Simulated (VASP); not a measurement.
Write the native input for VASP 6.6.1 that does the following.

```yaml
Task: single point
Functional: PBE
Dispersion: D3(BJ)
Potentials_or_basis: VASP PAW PBE potentials, release 64 (Ag, La, Ge_d)
Cutoff: 520 eV
k_mesh: 5 × 5 × 2
Occupations: methfessel-paxton, width 0.1432 eV
Spin: no spin polarisation
Dipole_correction: no
Further_INCAR_settings: ALGO = Normal; EDIFF = 1e-07; NBANDS = 60
```

The structure of LaAgGe2 lies in POSCAR:

```
LaAgGe2
1.0
    3.9978920000      0.0000000000      0.0000000000
    0.0000000000      3.9978920000      0.0000000000
    0.0000000000      0.0000000000      9.8933830000
Ag La Ge
2 2 4
Direct
    0.7500000000      0.2500000000      0.0000000000
    0.2500000000      0.7500000000      0.0000000000
    0.2500000000      0.2500000000      0.7651000000
    0.7500000000      0.7500000000      0.2349000000
    0.2500000000      0.2500000000      0.3220000000
    0.7500000000      0.7500000000      0.6780000000
    0.7500000000      0.2500000000      0.5000000000
    0.2500000000      0.7500000000      0.5000000000
```

The input as run:

INCAR

```
ALGO = Normal
EDIFF = 1E-7
ENCUT = 520
GGA = PE
ISIF = 2
ISMEAR = 1
IVDW = 12
LASPH = True
LCHARG = False
LREAL = False
LWAVE = False
NBANDS = 60
NELM = 100
PREC = Accurate
SIGMA = 0.1432
```

KPOINTS

```
k-points
0
Gamma
  5 5 2
```

Potentials or basis: VASP PAW PBE potentials, release 64 (Ag, La, Ge_d).

Command:

```console
$ cat potpaw_PBE.64/Ag/POTCAR potpaw_PBE.64/La/POTCAR potpaw_PBE.64/Ge_d/POTCAR > POTCAR
$ mpirun -np 1 vasp_std > vasp.out
```

It gave:

The pressure is 11.1 GPa. The largest force is 0.739 eV/Å, the band gap on the k mesh is zero (bands 50 and 51 overlap by 0.64 eV) and the dispersion energy per atom is -0.479 eV.

Caveat: the cell stands under pressure; spin-orbit coupling is left out, which moves the levels of the heavy elements.

It took 3.3 min on 1 thread of AMD EPYC 7R43 64-Core Processor (Zen 3), on a shared host, peak memory 0.29 GiB.
